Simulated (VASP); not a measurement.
# Ge2Sb2Te5 (Cm) in VASP: notebook

The runs below take Ge2Sb2Te5 through single point, with PBE.

Everything below comes from runs of VASP 6.6.1. Logs are shortened: lines on timing, memory, paths and dates and some standing lists are left out, and cuts for length are marked.

**1. The cell of the first run**

It takes space group Cm (No. 8, monoclinic). Conventional cell: a = 13.678 Å, b = 6.132 Å, c = 9.672 Å, α = 90.00°, β = 134.93°, γ = 90.00°. Ge (site symmetry m) has 6 Te at 2.85 to 3.20 Å within 3.8 Å. Ge (site symmetry m) has 6 Te at 2.82 to 3.19 Å within 3.7 Å. Sb (site symmetry m) has 6 Te at 2.98 to 3.20 Å within 3.9 Å. Within 3.9 Å of Sb (site symmetry m) lie 6 Te at 2.95 to 3.19 Å. Within 3.9 Å of Te (site symmetry m) lie 3 Sb at 2.98 to 3.07 Å and 2 Ge at 3.05 to 3.20 Å. Te (site symmetry m) has 2 Ge at 2.95 to 3.00 Å and 2 Sb at 3.02 to 3.06 Å within 3.9 Å. Within 3.7 Å of Te (site symmetry m) lie 3 Ge at 2.82 to 3.07 Å and 2 Sb at 3.14 to 3.19 Å. Te (site symmetry m) has 2 Sb at 2.95 to 3.20 Å and 3 Ge at 3.07 to 3.08 Å within 3.9 Å.

**2. Single point, PBE**

INCAR

```
PREC = Accurate ; ENCUT = 520
EDIFF = 1E-6 ; ISMEAR = 0
SIGMA = 0.01 ; LREAL = False
LASPH = True ; NELM = 80
ALGO = Normal ; ISIF = 2
LWAVE = False ; LCHARG = False
GGA = PE ; NBANDS = 44
```

KPOINTS

```
regular mesh
0
Gamma
  1 1 1
```

POSCAR

```
Ge2Sb2Te5
1.0
    6.8391360000     -3.0660060000      0.0000000000
    6.8391360000      3.0660060000      0.0000000000
   -6.8309770000      0.0000000000      6.8476090000
Ge Sb Te
2 2 5
Direct
    0.4973430000      0.4973430000      0.0110440000
    0.2842870000      0.2842870000      0.1878300000
    0.1118700000      0.1118700000      0.4173520000
    0.9017080000      0.9017080000      0.5878730000
    0.3999590000      0.3999590000      0.5971180000
    0.2065190000      0.2065190000      0.8098030000
    0.0083240000      0.0083240000      0.0064350000
    0.7952880000      0.7952880000      0.1961120000
    0.5947020000      0.5947020000      0.3864330000
```

Potentials or basis: VASP PAW PBE potentials, release 64 (Ge_d, Sb, Te).

Command:

```bash
$ cat potpaw_PBE.64/Ge_d/POTCAR potpaw_PBE.64/Sb/POTCAR potpaw_PBE.64/Te/POTCAR > POTCAR
$ mpirun -np 1 vasp_gam > vasp.out
```

OUTCAR:

```text
PREC = Accurate
   ENCUT = 520
   EDIFF = 1E-6
   ISMEAR = 0
   LREAL = False
   LASPH = True
   NELM = 80
   ISIF = 2
   GGA = PE

 ion  position               nearest neighbor table
   1  0.497  0.497  0.011-   9 2.85   6 2.95   7 3.07   7 3.07   8 3.08   5 3.20
   2  0.284  0.284  0.188-   7 2.82   6 3.00   5 3.05   8 3.07   8 3.07   9 3.19
   3  0.112  0.112  0.417-   5 2.98   6 3.02   9 3.07   9 3.07   7 3.14   8 3.20
   4  0.902  0.902  0.588-   8 2.95   6 3.06   5 3.07   5 3.07   9 3.14   7 3.19
   5  0.400  0.400  0.597-   3 2.98   2 3.05   4 3.07   4 3.07   1 3.20
   6  0.207  0.207  0.810-   1 2.95   2 3.00   3 3.02   4 3.06
   7  0.008  0.008  0.006-   2 2.82   1 3.07   1 3.07   3 3.14   4 3.19
   8  0.795  0.795  0.196-   4 2.95   2 3.07   2 3.07   1 3.08   3 3.20
   9  0.595  0.595  0.386-   1 2.85   3 3.07   3 3.07   4 3.14   2 3.19

  LATTYP: Found a base centered monoclinic cell.
 ALAT       =    13.6782720000
 B/A-ratio  =     0.4483031190
 C/A-ratio  =     0.7071235363
 COS(beta)  =    -0.7062464773

  Lattice vectors:

 A1 = (   6.8391360000,  -3.0660060000,   0.0000000000)
 A2 = (   6.8391360000,   3.0660060000,   0.0000000000)
 A3 = (  -6.8309770000,   0.0000000000,   6.8476090000)

Analysis of symmetry for initial positions (statically):
=====================================================================
 Subroutine PRICEL returns:
 Original cell was already a primitive cell.

 Routine SETGRP: Setting up the symmetry group for a
 base centered monoclinic supercell.

 Subroutine GETGRP returns: Found  2 space group operations
 (whereof  2 operations were pure point group operations)
 out of a pool of  4 trial point group operations.

The static configuration has the point symmetry C_1h.

Analysis of symmetry for dynamics (positions and initial velocities):
=====================================================================
 Subroutine PRICEL returns:
 Original cell was already a primitive cell.

 Routine SETGRP: Setting up the symmetry group for a
 base centered monoclinic supercell.

 Subroutine GETGRP returns: Found  2 space group operations
 (whereof  2 operations were pure point group operations)
 out of a pool of  4 trial point group operations.

The dynamic configuration has the point symmetry C_1h.

 Subroutine INISYM returns: Found  2 space group operations
 (whereof  2 operations are pure point group operations),
 and found     1 'primitive' translations

----------------------------------------------------------------------------------------

                                     Primitive cell

  volume of cell :     287.1727

  direct lattice vectors                    reciprocal lattice vectors
     6.839136000 -3.066006000  0.000000000     0.073108650 -0.163078611  0.072931078
     6.839136000  3.066006000  0.000000000     0.073108650  0.163078611  0.072931078
    -6.830977000  0.000000000  6.847609000     0.000000000  0.000000000  0.146036376

  length of vectors
     7.494943230  7.494943230  9.672228068     0.193024481  0.193024481  0.146036376

  position of ions in fractional coordinates (direct lattice)
     0.497343000  0.497343000  0.011044000
     0.284287000  0.284287000  0.187830000
     0.111870000  0.111870000  0.417352000
     0.901708000  0.901708000  0.587873000
     0.399959000  0.399959000  0.597118000
     0.206519000  0.206519000  0.809803000
     0.008324000  0.008324000  0.006435000
     0.795288000  0.795288000  0.196112000
     0.594702000  0.594702000  0.386433000

  ion indices of the primitive-cell ions
   primitive index   ion index
                 1           1
                 2           2
                 3           3
                 4           4
                 5           5
                 6           6
                 7           7
                 8           8
                 9           9

----------------------------------------------------------------------------------------

 KPOINTS: regular mesh

Automatic generation of k-mesh.
 Grid dimensions read from file:
 generate k-points for:    1    1    1

 Generating k-lattice:

  Cartesian coordinates                     Fractional coordinates (reciprocal lattice)
     0.073108650 -0.163078611  0.072931078     1.000000000  0.000000000 -0.000000000
     0.073108650  0.163078611  0.072931078     0.000000000  1.000000000 -0.000000000
     0.000000000  0.000000000  0.146036376     0.000000000  0.000000000  1.000000000

  Length of vectors
     0.193024481  0.193024481  0.146036376

  Shift w.r.t. Gamma in fractional coordinates (k-lattice)
     0.000000000  0.000000000  0.000000000

 Subroutine IBZKPT returns following result:
 ===========================================

 Found      1 irreducible k-points:

 Following reciprocal coordinates:
            Coordinates               Weight
  0.000000  0.000000  0.000000      1.000000
   k-points           NKPTS =      1   k-points in BZ     NKDIM =      1   number of bands    NBANDS=     44
   number of dos      NEDOS =    301   number of ions     NIONS =      9
   total plane-waves  NPLWV = 225792
   dimension x,y,z NGX =    56 NGY =   56 NGZ =   72
   dimension x,y,z NGXF=   112 NGYF=  112 NGZF=  144
   ions per type =               2   2   5
   NGX,Y,Z   is equivalent  to a cutoff of  12.42, 12.42, 12.38 a.u.
   NGXF,Y,Z  is equivalent  to a cutoff of  24.84, 24.84, 24.75 a.u.
 SYSTEM =  unknown system
   PREC   = accura    normal or accurate (medium, high low for compatibility)
   ISTART =      0    job   : 0-new  1-cont  2-samecut
   ICHARG =      2    charge: 1-file 2-atom 10-const
   ISPIN  =      1    spin polarized calculation?
   LNONCOLLINEAR =      F non collinear calculations
   LSORBIT =      F    spin-orbit coupling
   LASPH  =      T    aspherical Exc in radial PAW
   ENCUT  =  520.0 eV  38.22 Ry    6.18 a.u.  13.94 13.94 17.98*2*pi/ulx,y,z
   NELM   =     80;   NELMIN=  2; NELMDL= -5     # of ELM steps
   EDIFF  = 0.1E-05   stopping-criterion for ELM
   LREAL  =      F    real-space projection
   EDIFFG = 0.1E-04   stopping-criterion for IOM
   NSW    =      0    number of steps for IOM
   IBRION =     -1    ionic relax: 0-MD 1-quasi-New 2-CG
   NFREE  =      0    steps in history (QN), initial steepest desc. (CG)
   ISIF   =      2    stress and relaxation
   ISYM   =      2    0-nonsym 1-usesym 2-fastsym
   POTIM  = 0.5000    time-step for ionic-motion
   TEBEG  =    0.0;   TEEND  =   0.0 temperature during run
   PSTRESS=    0.0 pullay stress
   NELECT =      68.0000    total number of electrons
   NUPDOWN=      -1.0000    fix difference up-down
   EMIN   =  10.00;   EMAX   =-10.00  energy-range for DOS
   EFERMI =   0.00;   METHOD = LEGACY
   ISMEAR =     0;   SIGMA  =   0.01  broadening in eV -4-tet -1-fermi 0-gaus
   EFERMI_NEDOS =   21; number of points for ismear=-14 and -15
   IALGO  =     38    algorithm
   IMIX   =      4    mixing-type and parameters
     AMIX     =   0.40;   BMIX     =  1.00
     AMIX_MAG =   1.60;   BMIX_MAG =  1.00
  volume/ion in A,a.u.               =      31.91       215.33
  Fermi-wavevector in a.u.,A,eV,Ry     =   1.012815  1.913943 13.956774  1.025794
  Thomas-Fermi vector in A             =   2.145947
   LORBIT       =      0    0 simple, 1 ext, 2 COOP (PROOUT), +10 PAW based schemes
   GGA     = PE    functional components
   LHFCALC =     F    Hartree Fock is set to
   AEXX    =    0.0000 exact exchange contribution
   IVDW    =     0    specifies the selected vdW correction
   LEPSILON=     F    determine dielectric tensor
   LRPA    =     F    only Hartree local field effects (RPA)
 non-spin polarized calculation
 Gauss-broadening in eV      SIGMA  =   0.01
  energy-cutoff  :      520.00
  volume of cell :      287.17
 maximum number of plane-waves:      3849
 NGX is ok and might be reduce to    54
   NGX = 27   NGY = 27   NGZ = 35

 number of electron      68.0000002 magnetization

 Free energy of the ion-electron system (eV)
  ---------------------------------------------------
  ext. energy  EPLUGINS =         0.00000000
  ---------------------------------------------------
  free energy    TOTEN  =       -38.19897055 eV

  energy without entropy =      -38.19897055  energy(sigma->0) =      -38.19897055

 E-fermi :   5.0007     XC(G=0):  -9.0935

 val. band max:        4.9380631785   @ k =   0.0000   0.0000   0.0000
 cond. band min:       6.3176504739   @ k =   0.0000   0.0000   0.0000
 fundamental gap:      1.3795872954
 Fermi energy:         5.0007061753

 k-point     1 :       0.0000    0.0000    0.0000
  band No.  band energies     occupation
      1     -19.1671      2.00000
      2     -19.1632      2.00000
      3     -19.1608      2.00000
      4     -19.1528      2.00000
      5     -19.1505      2.00000
      6     -19.1481      2.00000
      7     -19.1338      2.00000
      8     -19.1315      2.00000
      9     -19.1287      2.00000
     10     -19.1246      2.00000
     11      -7.4578      2.00000
     12      -5.7628      2.00000
     13      -5.5566      2.00000
     14      -5.3448      2.00000
     15      -4.8066      2.00000
     16      -3.8253      2.00000
     17      -3.2076      2.00000
     18      -2.4769      2.00000
     19      -0.5216      2.00000
     20       0.3426      2.00000
     21       0.8531      2.00000
     22       0.9277      2.00000
     23       1.0554      2.00000
     24       1.4152      2.00000
     25       1.7953      2.00000
     26       1.9016      2.00000
     27       2.6672      2.00000
     28       3.5466      2.00000
     29       3.7938      2.00000
     30       3.8403      2.00000
     31       4.4908      2.00000
     32       4.9207      2.00000
     33       4.9223      2.00000
     34       4.9381      2.00000
     35       6.3177      0.00000
     36       6.5787      0.00000
     37       7.6639      0.00000
     38       7.7249      0.00000
     39       8.6401      0.00000
     40       9.1182      0.00000
     41       9.4276      0.00000
     42       9.5061      0.00000
     43       9.7720      0.00000
     44      10.0152      0.00000

------------------------ aborting loop because EDIFF is reached ----------------------------------------

  FORCE on cell =-STRESS in cart. coord.  units (eV):
  Direction    XX          YY          ZZ          XY          YZ          ZX
  --------------------------------------------------------------------------------------
  -------------------------------------------------------------------------------------
  Total       -1.0497049     -0.2813089     -1.2460479      0.0000000      0.0000000     -0.2327758
  in kB       -5.8564523     -1.5694623     -6.9518780      0.0000000      0.0000000     -1.2986891
  external PRESSURE =      -4.7925976 kB  Pullay stress =       0.0000000 kB

 VOLUME and BASIS-vectors are now :
 -----------------------------------------------------------------------------
  energy-cutoff  :      520.00
  volume of cell :      287.17
      direct lattice vectors                 reciprocal lattice vectors
     6.839136000 -3.066006000  0.000000000     0.073108650 -0.163078611  0.072931078
     6.839136000  3.066006000  0.000000000     0.073108650  0.163078611  0.072931078
    -6.830977000  0.000000000  6.847609000     0.000000000  0.000000000  0.146036376

 POSITION                                       TOTAL-FORCE (eV/Angst)
 -----------------------------------------------------------------------------------
      6.72735      0.00000      0.07562        -0.220490      0.000000     -0.238858
      2.60549      0.00000      1.28619         0.188853      0.000000     -0.393645
     -1.32073      0.00000      2.85786        -0.472777      0.000000      0.409424
      8.31806      0.00000      4.02552         0.541198      0.000000      0.351072
      1.39185      0.00000      4.08883        -0.291364      0.000000      0.148329
     -2.70692      0.00000      5.54521        -0.133770      0.000000     -0.132804
      0.06990      0.00000      0.04406         0.098355      0.000000     -0.275985
      9.53853      0.00000      1.34290         0.356915      0.000000      0.277795
      5.49478      0.00000      2.64614        -0.066920      0.000000     -0.145327
 -----------------------------------------------------------------------------------
    total drift:                               -0.000600      0.000000      0.001001

  FREE ENERGIE OF THE ION-ELECTRON SYSTEM (eV)
  ---------------------------------------------------
  free  energy   TOTEN  =       -38.1989705500 eV

  energy  without entropy=      -38.1989705500  energy(sigma->0) =      -38.19897055
```

Run time: 24 s. Hardware: 1 thread of Intel Xeon 6975P-C (Granite Rapids), shared host; peak memory 0.48 GiB.

What came out:

```
Free energy            : -38.1990 eV
Pressure               : -0.5 GPa
Largest force          : 0.645 eV/Å
Band gap on the k mesh : 1.38 eV
```

Forces in eV/Å, atoms in the order of the input:
```
Ge  -0.220  0.000 -0.239
Ge   0.189  0.000 -0.394
Sb  -0.473  0.000  0.409
Sb   0.541  0.000  0.351
Te  -0.291  0.000  0.148
Te  -0.134  0.000 -0.133
Te   0.098  0.000 -0.276
Te   0.357  0.000  0.278
Te  -0.067  0.000 -0.145
```

Caveat: the k points lie up to 1.21 Å⁻¹ apart; spin-orbit coupling is left out, which moves the levels of the heavy elements. A k mesh can miss the band edges.

[end of part 1 of 2]
